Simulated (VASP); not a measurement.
# Se (Fd-3m) in VASP: notebook

The runs below take Se through single point, with LDA.

Program: VASP 6.6.1. These are calculated values, not measurements. Logs are shortened: lines on timing, memory, paths and dates and some standing lists are left out, and cuts for length are marked.

## (1) The cell of the first run

The structure is cubic, space group Fd-3m (No. 227). Conventional cell: a = 5.944 Å, b = 5.944 Å, c = 5.944 Å, α = 90.00°, β = 90.00°, γ = 90.00°. Within 3.4 Å of Se (site symmetry -43m) lie 4 Se at 2.57 Å.

This isn't the form of Se at room conditions, which is trigonal, of chains.

## (2) Single point, LDA

File INCAR:

```
  PREC = Accurate
  ENCUT = 520
  EDIFF = 1E-6
  ISMEAR = -1
  SIGMA = 0.05
  LREAL = F
  LASPH = T
  NELM = 100
  ALGO = Normal
  ISIF = 2
  LWAVE = F
  LCHARG = F
  NBANDS = 13
```

File KPOINTS:

```
Automatic mesh
0
Gamma
  9 9 9
```

File POSCAR:

```
Se
1.0
    0.0000000000      2.9719609764      2.9719609764
    2.9719609764      0.0000000000      2.9719609764
    2.9719609764      2.9719609764      0.0000000000
Se
2
Direct
   -0.1250000000     -0.1250000000     -0.1250000000
    0.1250000000      0.1250000000      0.1250000000
```

Potentials or basis: VASP PAW LDA potentials, release 64 (Se).

Started as:

```bash
> cat potpaw_LDA.64/Se/POTCAR > POTCAR
> mpirun -np 1 vasp_std > vasp.out
```

OUTCAR:

```text
PREC = Accurate
   ENCUT = 520
   EDIFF = 1E-6
   ISMEAR = -1
   LREAL = F
   LASPH = T
   NELM = 100
   ISIF = 2

 ion  position               nearest neighbor table
   1  0.875  0.875  0.875-   2 2.57   2 2.57   2 2.57   2 2.57
   2  0.125  0.125  0.125-   1 2.57   1 2.57   1 2.57   1 2.57

  LATTYP: Found a face centered cubic cell.
 ALAT       =     5.9439219528

  Lattice vectors:

 A1 = (   0.0000000000,   2.9719609764,   2.9719609764)
 A2 = (   2.9719609764,   0.0000000000,   2.9719609764)
 A3 = (   2.9719609764,   2.9719609764,   0.0000000000)

Analysis of symmetry for initial positions (statically):
=====================================================================
 Subroutine PRICEL returns:
 Original cell was already a primitive cell.

 Routine SETGRP: Setting up the symmetry group for a
 face centered cubic supercell.

 Subroutine GETGRP returns: Found 48 space group operations
 (whereof 12 operations were pure point group operations)
 out of a pool of 48 trial point group operations.

The static configuration has the point symmetry D_3d.
 The point group associated with its full space group is O_h .

Analysis of symmetry for dynamics (positions and initial velocities):
=====================================================================
 Subroutine PRICEL returns:
 Original cell was already a primitive cell.

 Routine SETGRP: Setting up the symmetry group for a
 face centered cubic supercell.

 Subroutine GETGRP returns: Found 48 space group operations
 (whereof 12 operations were pure point group operations)
 out of a pool of 48 trial point group operations.

The dynamic configuration has the point symmetry D_3d.
 The point group associated with its full space group is O_h .

 Subroutine INISYM returns: Found 48 space group operations
 (whereof 12 operations are pure point group operations),
 and found     1 'primitive' translations

----------------------------------------------------------------------------------------

                                     Primitive cell

  volume of cell :      52.5000

  direct lattice vectors                    reciprocal lattice vectors
     0.000000000  2.971960976  2.971960976    -0.168239087  0.168239087  0.168239087
     2.971960976  0.000000000  2.971960976     0.168239087 -0.168239087  0.168239087
     2.971960976  2.971960976  0.000000000     0.168239087  0.168239087 -0.168239087

  length of vectors
     4.202987520  4.202987520  4.202987520     0.291398646  0.291398646  0.291398646

  position of ions in fractional coordinates (direct lattice)
     0.875000000  0.875000000  0.875000000
     0.125000000  0.125000000  0.125000000

  ion indices of the primitive-cell ions
   primitive index   ion index
                 1           1
                 2           2

----------------------------------------------------------------------------------------

 KPOINTS: Automatic mesh

Automatic generation of k-mesh.
 Grid dimensions read from file:
 generate k-points for:    9    9    9

 Generating k-lattice:

  Cartesian coordinates                     Fractional coordinates (reciprocal lattice)
    -0.018693232  0.018693232  0.018693232     0.111111111  0.000000000  0.000000000
     0.018693232 -0.018693232  0.018693232     0.000000000  0.111111111  0.000000000
     0.018693232  0.018693232 -0.018693232     0.000000000  0.000000000  0.111111111

  Length of vectors
     0.032377627  0.032377627  0.032377627

  Shift w.r.t. Gamma in fractional coordinates (k-lattice)
     0.000000000  0.000000000  0.000000000

 Subroutine IBZKPT returns following result:
 ===========================================

 Found     35 irreducible k-points:

 Following reciprocal coordinates:
            Coordinates               Weight
  0.000000  0.000000  0.000000      1.000000
  0.111111  0.000000  0.000000      8.000000
  0.222222  0.000000  0.000000      8.000000
  0.333333  0.000000  0.000000      8.000000
  0.444444  0.000000  0.000000      8.000000
  0.111111  0.111111  0.000000      6.000000
[... 16 lines left out ...]
 -0.333333  0.333333  0.000000     12.000000
  0.444444  0.444444  0.000000      6.000000
 [... further k-points ...]
   k-points           NKPTS =     35   k-points in BZ     NKDIM =     35   number of bands    NBANDS=     13
   number of dos      NEDOS =    301   number of ions     NIONS =      2
   total plane-waves  NPLWV =  32768
   dimension x,y,z NGX =    32 NGY =   32 NGZ =   32
   dimension x,y,z NGXF=    64 NGYF=   64 NGZF=   64
   ions per type =               2
   NGX,Y,Z   is equivalent  to a cutoff of  12.66, 12.66, 12.66 a.u.
   NGXF,Y,Z  is equivalent  to a cutoff of  25.31, 25.31, 25.31 a.u.
 SYSTEM =  unknown system
   PREC   = accura    normal or accurate (medium, high low for compatibility)
   ISTART =      0    job   : 0-new  1-cont  2-samecut
   ICHARG =      2    charge: 1-file 2-atom 10-const
   ISPIN  =      1    spin polarized calculation?
   LNONCOLLINEAR =      F non collinear calculations
   LSORBIT =      F    spin-orbit coupling
   LASPH  =      T    aspherical Exc in radial PAW
   ENCUT  =  520.0 eV  38.22 Ry    6.18 a.u.   7.81  7.81  7.81*2*pi/ulx,y,z
   NELM   =    100;   NELMIN=  2; NELMDL= -5     # of ELM steps
   EDIFF  = 0.1E-05   stopping-criterion for ELM
   LREAL  =      F    real-space projection
   EDIFFG = 0.1E-04   stopping-criterion for IOM
   NSW    =      0    number of steps for IOM
   IBRION =     -1    ionic relax: 0-MD 1-quasi-New 2-CG
   NFREE  =      0    steps in history (QN), initial steepest desc. (CG)
   ISIF   =      2    stress and relaxation
   ISYM   =      2    0-nonsym 1-usesym 2-fastsym
   POTIM  = 0.5000    time-step for ionic-motion
   TEBEG  =    0.0;   TEEND  =   0.0 temperature during run
   PSTRESS=    0.0 pullay stress
   NELECT =      12.0000    total number of electrons
   NUPDOWN=      -1.0000    fix difference up-down
   EMIN   =  10.00;   EMAX   =-10.00  energy-range for DOS
   EFERMI =   0.00;   METHOD = LEGACY
   ISMEAR =    -1;   SIGMA  =   0.05  broadening in eV -4-tet -1-fermi 0-gaus
   EFERMI_NEDOS =   21; number of points for ismear=-14 and -15
   IALGO  =     38    algorithm
   IMIX   =      4    mixing-type and parameters
     AMIX     =   0.40;   BMIX     =  1.00
     AMIX_MAG =   1.60;   BMIX_MAG =  1.00
  volume/ion in A,a.u.               =      26.25       177.14
  Fermi-wavevector in a.u.,A,eV,Ry     =   1.000957  1.891535 13.631884  1.001915
  Thomas-Fermi vector in A             =   2.133348
   LORBIT       =      0    0 simple, 1 ext, 2 COOP (PROOUT), +10 PAW based schemes
   GGA     = CA    functional components
   LHFCALC =     F    Hartree Fock is set to
   AEXX    =    0.0000 exact exchange contribution
   IVDW    =     0    specifies the selected vdW correction
   LEPSILON=     F    determine dielectric tensor
   LRPA    =     F    only Hartree local field effects (RPA)
 non-spin polarized calculation
  energy-cutoff  :      520.00
  volume of cell :       52.50
 maximum number of plane-waves:      1427
   NGX = 15   NGY = 15   NGZ = 15

 number of electron      12.0000003 magnetization

 Free energy of the ion-electron system (eV)
  ---------------------------------------------------
  ext. energy  EPLUGINS =         0.00000000
  ---------------------------------------------------
  free energy    TOTEN  =        -7.09071177 eV

  energy without entropy =       -7.07611107  energy(sigma->0) =       -7.08341142

 E-fermi :   3.7405     XC(G=0):  -9.2877

 val. band max:        3.7317569674   @ k =  -0.2222   0.2222   0.0000
 cond. band min:       3.7433046642   @ k =   0.2222   0.1111   0.0000
 fundamental gap:      0.0115476968
 Fermi energy:         3.7404976863

 k-point     1 :       0.0000    0.0000    0.0000
  band No.  band energies     occupation
      1     -12.8706      2.00000
      2      -5.9118      2.00000
      3      -0.3152      2.00000
      4      -0.3152      2.00000
      5      -0.3152      2.00000
      6       2.7062      2.00000
      7       2.7062      2.00000
      8       2.7062      2.00000
      9       7.8210      0.00000
     10      11.1916      0.00000
     11      11.1916      0.00000
     12      13.2383      0.00000
     13      13.2383      0.00000

 k-point     2 :       0.1111    0.0000    0.0000
  band No.  band energies     occupation
      1     -12.7681      2.00000
      2      -6.2528      2.00000
      3      -0.4553      2.00000
      4      -0.4553      2.00000
      5      -0.3266      2.00000
      6       2.9169      2.00000
      7       2.9169      2.00000
      8       2.9225      2.00000
      9       8.3076      0.00000
     10      10.7812      0.00000
     11      10.7812      0.00000
     12      12.8081      0.00000
     13      14.1125      0.00000

 k-point     3 :       0.2222    0.0000    0.0000
  band No.  band energies     occupation
      1     -12.4748      2.00000
      2      -7.0668      2.00000
      3      -0.7471      2.00000
      4      -0.7471      2.00000
      5      -0.4913      2.00000
      6       3.3664      1.99887
      7       3.3664      1.99887
      8       3.7099      1.29645
      9       9.2946      0.00000
     10      10.4438      0.00000
     11      10.4438      0.00000
     12      12.3886      0.00000
     13      15.7963      0.00000
[... 305 lines left out ...]
 k-point    23 :      -0.3333    0.3333    0.0000
  band No.  band energies     occupation
      1     -10.9677      2.00000
      2      -9.5171      2.00000
      3      -2.7920      2.00000
      4      -1.6826      2.00000
      5       1.2196      2.00000
      6       3.8343      0.26576
      7       5.2648      0.00000
      8       5.3882      0.00000
      9       8.5581      0.00000
     10      10.8490      0.00000
     11      11.5841      0.00000
     12      15.0722      0.00000
     13      16.1081      0.00000

 k-point    24 :       0.4444    0.4444    0.0000
  band No.  band energies     occupation
      1     -10.7901      2.00000
      2      -9.7355      2.00000
      3      -2.1112      2.00000
      4      -2.1112      2.00000
      5       1.4075      2.00000
      6       1.4713      2.00000
      7       6.4646      0.00000
      8       6.4646      0.00000
      9       9.3619      0.00000
     10      10.7501      0.00000
     11      13.8157      0.00000
     12      13.8157      0.00000
     13      14.2990      0.00000

 [... further k-points ...]
[... 5 lines left out ...]
  --------------------------------------------------------------------------------------
  -------------------------------------------------------------------------------------
  Total        2.2260807      2.2260807      2.2260807      0.0000000      0.0000000      0.0000000
  in kB       67.9347814     67.9347814     67.9347814      0.0000000      0.0000000      0.0000000
  external PRESSURE =      67.9347814 kB  Pullay stress =       0.0000000 kB

 VOLUME and BASIS-vectors are now :
 -----------------------------------------------------------------------------
  energy-cutoff  :      520.00
  volume of cell :       52.50
      direct lattice vectors                 reciprocal lattice vectors
     0.000000000  2.971960976  2.971960976    -0.168239087  0.168239087  0.168239087
     2.971960976  0.000000000  2.971960976     0.168239087 -0.168239087  0.168239087
     2.971960976  2.971960976  0.000000000     0.168239087  0.168239087 -0.168239087

 POSITION                                       TOTAL-FORCE (eV/Angst)
 -----------------------------------------------------------------------------------
      5.20093      5.20093      5.20093         0.000000     -0.000000     -0.000000
      0.74299      0.74299      0.74299        -0.000000      0.000000      0.000000
 -----------------------------------------------------------------------------------
    total drift:                                0.000000      0.000000     -0.000000

  FREE ENERGIE OF THE ION-ELECTRON SYSTEM (eV)
  ---------------------------------------------------
  free  energy   TOTEN  =        -7.0907117687 eV

  energy  without entropy=       -7.0761110713  energy(sigma->0) =       -7.08341142
```

Run time: 7.7 s. Hardware: 1 thread of Intel Xeon Platinum 8488C (Sapphire Rapids), shared host; peak memory 0.15 GiB.

Results:

```
Free energy            : -7.0907 eV
Pressure               : 6.8 GPa
Band gap on the k mesh : zero (bands 6 and 7 overlap by 1.28 eV)
```

Levels at points of the mesh, in eV from the Fermi level:
```csv
k point,band 3,band 4,band 5,band 6,band 7,band 8,band 9,band 10
"(0.00, 0.00, 0.00)",-4.06,-4.06,-4.06,-1.03,-1.03,-1.03,4.08,7.45
```

Caveat: the cell stands under pressure.

## (3) Single point, LDA

File INCAR:

```
ALGO = Normal
EDIFF = 1E-7
ENCUT = 520
GGA = CA
ISIF = 2
ISMEAR = -1
LASPH = True
LCHARG = False
LREAL = False
LWAVE = False
NBANDS = 13
NELM = 60
PREC = Accurate
SIGMA = 0.05
```

File KPOINTS:

```
k-points
0
Gamma
  9 9 9
```

POSCAR is that of step 2.

Potentials or basis: VASP PAW LDA potentials, release 64 (Se).

Started as:

```bash
> cat potpaw_LDA.64/Se/POTCAR > POTCAR
> mpirun -np 1 vasp_std > vasp.out
```

OUTCAR:

```text
EDIFF = 1E-7
   ENCUT = 520
   GGA = CA
   ISIF = 2
   ISMEAR = -1
   LASPH = True
   LREAL = False
   NELM = 60
   PREC = Accurate

 ion  position               nearest neighbor table
   1  0.875  0.875  0.875-   2 2.57   2 2.57   2 2.57   2 2.57
   2  0.125  0.125  0.125-   1 2.57   1 2.57   1 2.57   1 2.57

  LATTYP: Found a face centered cubic cell.
 ALAT       =     5.9439219528

  Lattice vectors:

 A1 = (   0.0000000000,   2.9719609764,   2.9719609764)
 A2 = (   2.9719609764,   0.0000000000,   2.9719609764)
 A3 = (   2.9719609764,   2.9719609764,   0.0000000000)

Analysis of symmetry for initial positions (statically):
=====================================================================
 Subroutine PRICEL returns:
 Original cell was already a primitive cell.

 Routine SETGRP: Setting up the symmetry group for a
 face centered cubic supercell.

 Subroutine GETGRP returns: Found 48 space group operations
 (whereof 12 operations were pure point group operations)
 out of a pool of 48 trial point group operations.

The static configuration has the point symmetry D_3d.
 The point group associated with its full space group is O_h .

Analysis of symmetry for dynamics (positions and initial velocities):
=====================================================================
 Subroutine PRICEL returns:
 Original cell was already a primitive cell.

 Routine SETGRP: Setting up the symmetry group for a
 face centered cubic supercell.

 Subroutine GETGRP returns: Found 48 space group operations
 (whereof 12 operations were pure point group operations)
 out of a pool of 48 trial point group operations.

The dynamic configuration has the point symmetry D_3d.
 The point group associated with its full space group is O_h .

 Subroutine INISYM returns: Found 48 space group operations
 (whereof 12 operations are pure point group operations),
 and found     1 'primitive' translations

[... 117 lines left out ...]
  Thomas-Fermi vector in A             =   2.133348
   LORBIT       =      0    0 simple, 1 ext, 2 COOP (PROOUT), +10 PAW based schemes
   GGA     = CA    functional components
   LHFCALC =     F    Hartree Fock is set to
   AEXX    =    0.0000 exact exchange contribution
   IVDW    =     0    specifies the selected vdW correction
   LEPSILON=     F    determine dielectric tensor
   LRPA    =     F    only Hartree local field effects (RPA)
 non-spin polarized calculation
  energy-cutoff  :      520.00
  volume of cell :       52.50
 maximum number of plane-waves:      1427
   NGX = 15   NGY = 15   NGZ = 15

 number of electron      12.0000003 magnetization

 Free energy of the ion-electron system (eV)
  ---------------------------------------------------
  ext. energy  EPLUGINS =         0.00000000
  ---------------------------------------------------
  free energy    TOTEN  =        -7.09071171 eV

  energy without entropy =       -7.07611131  energy(sigma->0) =       -7.08341151

 E-fermi :   3.7409     XC(G=0):  -9.2875

 val. band max:        3.7321783734   @ k =  -0.2222   0.2222   0.0000
 cond. band min:       3.7437267379   @ k =   0.2222   0.1111   0.0000
 fundamental gap:      0.0115483645
 Fermi energy:         3.7409147974

 k-point     1 :       0.0000    0.0000    0.0000
  band No.  band energies     occupation
      1     -12.8702      2.00000
      2      -5.9111      2.00000
      3      -0.3147      2.00000
      4      -0.3147      2.00000
      5      -0.3147      2.00000
      6       2.7066      2.00000
      7       2.7066      2.00000
      8       2.7066      2.00000
      9       7.8210      0.00000
     10      11.1918      0.00000
     11      11.1918      0.00000
     12      13.2384      0.00000
     13      13.2384      0.00000
[... 354 lines left out ...]
  band No.  band energies     occupation
      1     -10.7895      2.00000
      2      -9.7350      2.00000
      3      -2.1108      2.00000
      4      -2.1108      2.00000
      5       1.4079      2.00000
      6       1.4716      2.00000
      7       6.4651      0.00000
      8       6.4651      0.00000
      9       9.3621      0.00000
     10      10.7503      0.00000
     11      13.8159      0.00000
     12      13.8159      0.00000
     13      14.2992      0.00000

 [... further k-points ...]
[... 5 lines left out ...]
  --------------------------------------------------------------------------------------
  -------------------------------------------------------------------------------------
  Total        2.2209820      2.2209820      2.2209820      0.0000000     -0.0000000     -0.0000000
  in kB       67.7791810     67.7791810     67.7791810      0.0000000     -0.0000000     -0.0000000
  external PRESSURE =      67.7791810 kB  Pullay stress =       0.0000000 kB

 VOLUME and BASIS-vectors are now :
 -----------------------------------------------------------------------------
  energy-cutoff  :      520.00
  volume of cell :       52.50
      direct lattice vectors                 reciprocal lattice vectors
     0.000000000  2.971960976  2.971960976    -0.168239087  0.168239087  0.168239087
     2.971960976  0.000000000  2.971960976     0.168239087 -0.168239087  0.168239087
     2.971960976  2.971960976  0.000000000     0.168239087  0.168239087 -0.168239087

 POSITION                                       TOTAL-FORCE (eV/Angst)
 -----------------------------------------------------------------------------------
      5.20093      5.20093      5.20093        -0.000000     -0.000000     -0.000000
      0.74299      0.74299      0.74299         0.000000      0.000000      0.000000
 -----------------------------------------------------------------------------------
    total drift:                                0.000000      0.000000     -0.000000

  FREE ENERGIE OF THE ION-ELECTRON SYSTEM (eV)
  ---------------------------------------------------
  free  energy   TOTEN  =        -7.0907117129 eV

  energy  without entropy=       -7.0761113092  energy(sigma->0) =       -7.08341151
```

Wall time 9.3 s (1 thread of Intel Xeon Platinum 8488C (Sapphire Rapids), shared host); peak memory 0.15 GiB.

What came out:

* Free energy: -7.0907 eV
* Pressure: 6.8 GPa
* Band gap on the k mesh: zero (bands 6 and 7 overlap by 1.28 eV)

Levels at points of the mesh, in eV from the Fermi level:
```tsv
k point	band 3	band 4	band 5	band 6	band 7	band 8	band 9	band 10
(0.00, 0.00, 0.00)	-4.06	-4.06	-4.06	-1.03	-1.03	-1.03	4.08	7.45
```

Caveat: the cell stands under pressure.
